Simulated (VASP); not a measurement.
# Si16Ge (a cell with a defect) in VASP: relaxation of the atoms with PBE+D3(BJ)

Aim: the relaxation of the atoms of Si16Ge (a cell with a defect) with PBE+D3(BJ).

Program: VASP 6.6.1. These are calculated values, not measurements. Logs are shortened: lines on timing, memory, paths and dates and some standing lists are left out, and cuts for length are marked.

### 1 The cell of the first run

The cell holds a defect, 17 atoms: a = 7.679 Å, b = 7.679 Å, c = 7.679 Å, α = 60.00°, β = 60.00°, γ = 60.00°.

### 2 Relaxation of the atoms, PBE+D3(BJ)

Contents of INCAR:

```
PREC = Accurate ; ENCUT = 520
EDIFF = 1E-7 ; ISMEAR = 0
SIGMA = 0.02 ; LREAL = Auto
LASPH = True ; NELM = 100
ALGO = Normal ; ISIF = 2
LWAVE = False ; LCHARG = False
GGA = PE ; IVDW = 12
IBRION = 2 ; NSW = 80
EDIFFG = -0.03
```

Contents of KPOINTS:

```
regular mesh
0
Gamma
  2 2 2
```

Contents of POSCAR:

```
Si16Ge
1.0
    0.0000000000      5.4300000000      5.4300000000
    5.4300000000      0.0000000000      5.4300000000
    5.4300000000      5.4300000000      0.0000000000
Si Ge
16 1
Direct
    0.0000000000      0.0000000000      0.0000000000
    0.1250000000      0.1250000000      0.1250000000
    0.0000000000      0.0000000000      0.5000000000
    0.1250000000      0.1250000000      0.6250000000
    0.0000000000      0.5000000000      0.0000000000
    0.1250000000      0.6250000000      0.1250000000
    0.0000000000      0.5000000000      0.5000000000
    0.1250000000      0.6250000000      0.6250000000
    0.5000000000      0.0000000000      0.0000000000
    0.6250000000      0.1250000000      0.1250000000
    0.5000000000      0.0000000000      0.5000000000
    0.6250000000      0.1250000000      0.6250000000
    0.5000000000      0.5000000000      0.0000000000
    0.6250000000      0.6250000000      0.1250000000
    0.5000000000      0.5000000000      0.5000000000
    0.6250000000      0.6250000000      0.6250000000
    0.0626945000      0.3203773000      0.8072460000
```

Potentials or basis: VASP PAW PBE potentials, release 64 (Si, Ge_d).

On the command line:

```sh
cat potpaw_PBE.64/Si/POTCAR potpaw_PBE.64/Ge_d/POTCAR > POTCAR
mpirun -np 1 vasp_std > vasp.out
```

OUTCAR:

```text
PREC = Accurate
   ENCUT = 520
   EDIFF = 1E-7
   ISMEAR = 0
   LREAL = Auto
   LASPH = True
   NELM = 100
   ISIF = 2
   GGA = PE
   IVDW = 12
   IBRION = 2
   NSW = 80
   EDIFFG = -0.03
 IVDW          = 12

 ion  position               nearest neighbor table
   1  0.000  0.000  0.000-  17 2.30   4 2.35   6 2.35  10 2.35   2 2.35
   2  0.125  0.125  0.125-  17 2.29   3 2.35   5 2.35   9 2.35   1 2.35
   3  0.000  0.000  0.500-   2 2.35   4 2.35   8 2.35  12 2.35
   4  0.125  0.125  0.625-  17 2.27   3 2.35   7 2.35  11 2.35   1 2.35
   5  0.000  0.500  0.000-  17 2.23   6 2.35   8 2.35  14 2.35   2 2.35
   6  0.125  0.625  0.125-   1 2.35   5 2.35   7 2.35  13 2.35
   7  0.000  0.500  0.500-  17 2.22   6 2.35   8 2.35  16 2.35   4 2.35
   8  0.125  0.625  0.625-  17 2.20   5 2.35   7 2.35  15 2.35   3 2.35
   9  0.500  0.000  0.000-   2 2.35  10 2.35  12 2.35  14 2.35
  10  0.625  0.125  0.125-   1 2.35   9 2.35  11 2.35  13 2.35
  11  0.500  0.000  0.500-   4 2.35  10 2.35  12 2.35  16 2.35
  12  0.625  0.125  0.625-   3 2.35   9 2.35  11 2.35  15 2.35
  13  0.500  0.500  0.000-   6 2.35  10 2.35  14 2.35  16 2.35
  14  0.625  0.625  0.125-   5 2.35   9 2.35  13 2.35  15 2.35
  15  0.500  0.500  0.500-   8 2.35  12 2.35  14 2.35  16 2.35
  16  0.625  0.625  0.625-   7 2.35  11 2.35  13 2.35  15 2.35
  17  0.063  0.320  0.807-   8 2.20   7 2.22   5 2.23   4 2.27   2 2.29   1 2.30

  LATTYP: Found a face centered cubic cell.
 ALAT       =    10.8600000000

  Lattice vectors:

 A1 = (   0.0000000000,   5.4300000000,   5.4300000000)
 A2 = (   5.4300000000,   0.0000000000,   5.4300000000)
 A3 = (   5.4300000000,   5.4300000000,   0.0000000000)

Analysis of symmetry for initial positions (statically):
=====================================================================
 Subroutine PRICEL returns:
 Original cell was already a primitive cell.

 Routine SETGRP: Setting up the symmetry group for a
 face centered cubic supercell.

 Subroutine GETGRP returns: Found  1 space group operations
 (whereof  1 operations were pure point group operations)
 out of a pool of 48 trial point group operations.

The static configuration has the point symmetry C_1 .

Analysis of symmetry for dynamics (positions and initial velocities):
=====================================================================
 Subroutine PRICEL returns:
 Original cell was already a primitive cell.

 Routine SETGRP: Setting up the symmetry group for a
 face centered cubic supercell.

 Subroutine GETGRP returns: Found  1 space group operations
 (whereof  1 operations were pure point group operations)
 out of a pool of 48 trial point group operations.

The dynamic configuration has the point symmetry C_1 .

 Subroutine INISYM returns: Found  1 space group operations
 (whereof  1 operations are pure point group operations),
 and found     1 'primitive' translations

----------------------------------------------------------------------------------------

                                     Primitive cell

  volume of cell :     320.2060

  direct lattice vectors                    reciprocal lattice vectors
     0.000000000  5.430000000  5.430000000    -0.092081031  0.092081031  0.092081031
     5.430000000  0.000000000  5.430000000     0.092081031 -0.092081031  0.092081031
     5.430000000  5.430000000  0.000000000     0.092081031  0.092081031 -0.092081031

  length of vectors
     7.679179644  7.679179644  7.679179644     0.159489025  0.159489025  0.159489025

  position of ions in fractional coordinates (direct lattice)
     0.000000000  0.000000000  0.000000000
     0.125000000  0.125000000  0.125000000
     0.000000000  0.000000000  0.500000000
     0.125000000  0.125000000  0.625000000
     0.000000000  0.500000000  0.000000000
     0.125000000  0.625000000  0.125000000
[... 9 lines left out ...]
     0.625000000  0.625000000  0.625000000
     0.062694500  0.320377300  0.807246000

  ion indices of the primitive-cell ions
   primitive index   ion index
                 1           1
                 2           2
                 3           3
                 4           4
                 5           5
                 6           6
[... 9 lines left out ...]
                16          16
                17          17

----------------------------------------------------------------------------------------

 KPOINTS: regular mesh

Automatic generation of k-mesh.
 Grid dimensions read from file:
 generate k-points for:    2    2    2

 Generating k-lattice:

  Cartesian coordinates                     Fractional coordinates (reciprocal lattice)
    -0.046040516  0.046040516  0.046040516     0.500000000  0.000000000  0.000000000
     0.046040516 -0.046040516  0.046040516     0.000000000  0.500000000  0.000000000
     0.046040516  0.046040516 -0.046040516     0.000000000  0.000000000  0.500000000

  Length of vectors
     0.079744512  0.079744512  0.079744512

  Shift w.r.t. Gamma in fractional coordinates (k-lattice)
     0.000000000  0.000000000  0.000000000

 Subroutine IBZKPT returns following result:
 ===========================================

 Found      8 irreducible k-points:

 Following reciprocal coordinates:
            Coordinates               Weight
  0.000000  0.000000  0.000000      1.000000
  0.500000  0.000000  0.000000      1.000000
  0.000000  0.500000  0.000000      1.000000
  0.000000  0.000000  0.500000      1.000000
  0.500000  0.500000  0.500000      1.000000
  0.500000  0.500000  0.000000      1.000000
  0.000000  0.500000  0.500000      1.000000
  0.500000  0.000000  0.500000      1.000000
   k-points           NKPTS =      8   k-points in BZ     NKDIM =      8   number of bands    NBANDS=     48
   number of dos      NEDOS =    301   number of ions     NIONS =     17
   total plane-waves  NPLWV = 216000
   dimension x,y,z NGX =    60 NGY =   60 NGZ =   60
   dimension x,y,z NGXF=   120 NGYF=  120 NGZF=  120
   ions per type =              16   1
   NGX,Y,Z   is equivalent  to a cutoff of  12.99, 12.99, 12.99 a.u.
   NGXF,Y,Z  is equivalent  to a cutoff of  25.98, 25.98, 25.98 a.u.
 SYSTEM =  unknown system
   PREC   = accura    normal or accurate (medium, high low for compatibility)
   ISTART =      0    job   : 0-new  1-cont  2-samecut
   ICHARG =      2    charge: 1-file 2-atom 10-const
   ISPIN  =      1    spin polarized calculation?
   LNONCOLLINEAR =      F non collinear calculations
   LSORBIT =      F    spin-orbit coupling
   LASPH  =      T    aspherical Exc in radial PAW
   ENCUT  =  520.0 eV  38.22 Ry    6.18 a.u.  14.28 14.28 14.28*2*pi/ulx,y,z
   NELM   =    100;   NELMIN=  2; NELMDL= -5     # of ELM steps
   EDIFF  = 0.1E-06   stopping-criterion for ELM
   LREAL  =      T    real-space projection
   EDIFFG = -.3E-01   stopping-criterion for IOM
   NSW    =     80    number of steps for IOM
   IBRION =      2    ionic relax: 0-MD 1-quasi-New 2-CG
   NFREE  =      1    steps in history (QN), initial steepest desc. (CG)
   ISIF   =      2    stress and relaxation
   ISYM   =      2    0-nonsym 1-usesym 2-fastsym
   POTIM  = 0.5000    time-step for ionic-motion
   TEBEG  =    0.0;   TEEND  =   0.0 temperature during run
   PSTRESS=    0.0 pullay stress
   NELECT =      78.0000    total number of electrons
   NUPDOWN=      -1.0000    fix difference up-down
   EMIN   =  10.00;   EMAX   =-10.00  energy-range for DOS
   EFERMI =   0.00;   METHOD = LEGACY
   ISMEAR =     0;   SIGMA  =   0.02  broadening in eV -4-tet -1-fermi 0-gaus
   EFERMI_NEDOS =   21; number of points for ismear=-14 and -15
   IALGO  =     38    algorithm
   IMIX   =      4    mixing-type and parameters
     AMIX     =   0.40;   BMIX     =  1.00
     AMIX_MAG =   1.60;   BMIX_MAG =  1.00
  volume/ion in A,a.u.               =      18.84       127.11
  Fermi-wavevector in a.u.,A,eV,Ry     =   1.022421  1.932096 14.222785  1.045345
  Thomas-Fermi vector in A             =   2.156100
   LORBIT       =      0    0 simple, 1 ext, 2 COOP (PROOUT), +10 PAW based schemes
   GGA     = PE    functional components
   LHFCALC =     F    Hartree Fock is set to
   AEXX    =    0.0000 exact exchange contribution
   IVDW    =    12    specifies the selected vdW correction
   LEPSILON=     F    determine dielectric tensor
   LRPA    =     F    only Hartree local field effects (RPA)
 conjugate gradient relaxation of ions
 non-spin polarized calculation
 Gauss-broadening in eV      SIGMA  =   0.02
  energy-cutoff  :      520.00
  volume of cell :      320.21
 maximum number of plane-waves:      8646
 NGX is ok and might be reduce to    60
   NGX = 29   NGY = 29   NGZ = 29

--------------------------------------- Ionic step        1  -------------------------------------------

 number of electron      78.0000005 magnetization

 Free energy of the ion-electron system (eV)
  ---------------------------------------------------
  ext. energy  EPLUGINS =         0.00000000
  ---------------------------------------------------
  free energy    TOTEN  =       -84.75481151 eV

  energy without entropy =      -84.75096366  energy(sigma->0) =      -84.75288758

------------------------ aborting loop because EDIFF is reached ----------------------------------------

 Edisp (eV)   -5.67638

 E8    (eV) :    -2.3606

  FORCE on cell =-STRESS in cart. coord.  units (eV):
  Direction    XX          YY          ZZ          XY          YZ          ZX
  --------------------------------------------------------------------------------------
  -------------------------------------------------------------------------------------
  Total      13.47217    13.49480    13.52876     6.09481    -6.05508     6.06914
  in kB      67.40910    67.52235    67.69229    30.49587   -30.29707    30.36746
  external pressure =       67.54 kB  Pullay stress =        0.00 kB
[... 142 lines left out ...]
  FREE ENERGIE OF THE ION-ELECTRON SYSTEM (eV)
  ---------------------------------------------------
  free  energy   TOTEN  =       -91.5722189631 eV

  energy  without entropy=      -91.5694048951  energy(sigma->0) =      -91.57081193

[... ionic steps 4 to 21 ...]

--------------------------------------- Ionic step       22  -------------------------------------------

 number of electron      77.9999998 magnetization

------------------------ aborting loop because EDIFF is reached ----------------------------------------

 Edisp (eV)   -5.66712

 E8    (eV) :    -2.3549
[... 99 lines left out ...]
  energy  without entropy=      -92.0234918115  energy(sigma->0) =      -92.02349211

--------------------------------------- Ionic step       24  -------------------------------------------

 number of electron      77.9999998 magnetization

 Free energy of the ion-electron system (eV)
  ---------------------------------------------------
  ext. energy  EPLUGINS =         0.00000000
  ---------------------------------------------------
  free energy    TOTEN  =       -86.35638495 eV

  energy without entropy =      -86.35638454  energy(sigma->0) =      -86.35638474

 E-fermi :   6.6582     XC(G=0):  -9.7704

 val. band max:        6.5987535547   @ k =   0.5000   0.0000   0.0000
 cond. band min:       6.7187770138   @ k =   0.0000   0.0000   0.0000
 fundamental gap:      0.1200234591
 Fermi energy:         6.6582146377

 k-point     1 :       0.0000    0.0000    0.0000
  band No.  band energies     occupation
      1     -17.9161      2.00000
      2     -17.9159      2.00000
      3     -17.7856      2.00000
      4     -17.7856      2.00000
      5     -17.7799      2.00000
      6      -6.3461      2.00000
[... 445 lines left out ...]
  FREE ENERGIE OF THE ION-ELECTRON SYSTEM (eV)
  ---------------------------------------------------
  free  energy   TOTEN  =       -92.0235154229 eV

  energy  without entropy=      -92.0235150080  energy(sigma->0) =      -92.02351522

 reached required accuracy - stopping structural energy minimisation
```

Run time: 85 min. Hardware: 1 thread of Oxide Virtual Turin-like, shared host; peak memory 0.54 GiB.

Results:

```yaml
Free_energy: -92.0235 eV
Energy_gained_by_relaxing: 93.7 meV/atom
Ionic_steps: 24
Pressure_after_relaxing: 2.7 GPa
Largest_force_after_relaxing: 0.023 eV/Å
Band_gap_on_the_k_mesh: 0.12 eV
Dispersion_energy_per_atom: -0.333 eV
```

Forces in eV/Å, atoms in the order of the input:
```
Si   0.005 -0.005  0.012
Si  -0.002 -0.009  0.005
Si   0.004 -0.005 -0.012
Si   0.007  0.003  0.004
Si  -0.004  0.000 -0.005
Si  -0.006  0.007  0.009
Si  -0.001  0.004 -0.005
Si  -0.004  0.004 -0.008
Si   0.011 -0.012 -0.011
Si  -0.011  0.012  0.013
Si   0.011 -0.011 -0.010
Si   0.012 -0.011 -0.017
Si  -0.015  0.016  0.009
Si  -0.009  0.012  0.012
Si   0.014 -0.014 -0.010
Si  -0.012  0.008  0.013
Ge  -0.001  0.001 -0.001
```

Step by step:
```tsv
step	energy change (eV)	largest force (eV/Å)	pressure (GPa)
1	0.0000	3.5698	6.75
2	-1.1280	1.0234	4.89
3	-1.1410	0.9436	4.93
4	-1.2587	0.5259	4.69
5	-1.2605	0.5359	4.66
6	-1.3154	0.3721	4.51
7	-1.3282	0.3428	4.40
8	-1.3789	0.2675	4.29
9	-1.4581	0.6638	3.94
10	-1.4962	0.5073	3.80
11	-1.5506	0.2219	3.38
12	-1.5512	0.2448	3.33
13	-1.5651	0.2063	3.17
14	-1.5682	0.2567	3.04
15	-1.5743	0.1629	2.99
16	-1.5774	0.2692	2.87
17	-1.5781	0.2218	2.90
18	-1.5832	0.1840	2.86
19	-1.5889	0.1262	2.75
20	-1.5911	0.0675	2.73
21	-1.5918	0.0594	2.71
22	-1.5921	0.0344	2.70
23	-1.5923	0.0306	2.68
24	-1.5923	0.0233	2.68
```

Final structure:
```
Si Ge
1.0
     0.00000    5.43000    5.43000
     5.43000    0.00000    5.43000
     5.43000    5.43000    0.00000
Si Ge
16 1
Direct
  0.00902 0.96721 0.01182
  0.11593 0.11332 0.15794
  0.93460 0.02242 0.52142
  0.11585 0.11343 0.61266
  0.00920 0.51251 0.01157
  0.19023 0.60367 0.10295
  0.00917 0.51259 0.46654
  0.11593 0.65884 0.61253
  0.48773 0.99797 0.01685
  0.63724 0.10837 0.12714
  0.48766 0.99799 0.49733
  0.55558 0.14861 0.64782
  0.56920 0.47744 0.97661
  0.63743 0.62778 0.12707
  0.48778 0.51757 0.49726
  0.63740 0.62780 0.60760
  0.06274 0.31285 0.81214
```

Levels at points of the mesh, in eV from the valence-band top:
```
           k point  band 37  band 38  band 39  band 40  band 41  band 42
(0.00, 0.00, 0.00)    -0.39    -0.37    -0.37     0.12     0.12     0.45
(0.50, 0.00, 0.00)    -1.05    -1.05     0.00     0.63     0.63     1.36
(0.00, 0.50, 0.00)    -1.17    -0.60    -0.26     0.43     0.92     1.06
(0.00, 0.00, 0.50)    -1.17    -0.60    -0.26     0.43     0.92     1.06
(0.50, 0.50, 0.50)    -1.17    -0.60    -0.26     0.43     0.92     1.06
(0.50, 0.50, 0.00)    -1.53    -0.39    -0.07     0.64     1.58     1.62
(0.00, 0.50, 0.50)    -1.53    -0.39    -0.07     0.64     1.58     1.62
(0.50, 0.00, 0.50)    -1.53    -0.39    -0.07     0.64     1.58     1.62
```

Caveat: the k points lie up to 0.50 Å⁻¹ apart.
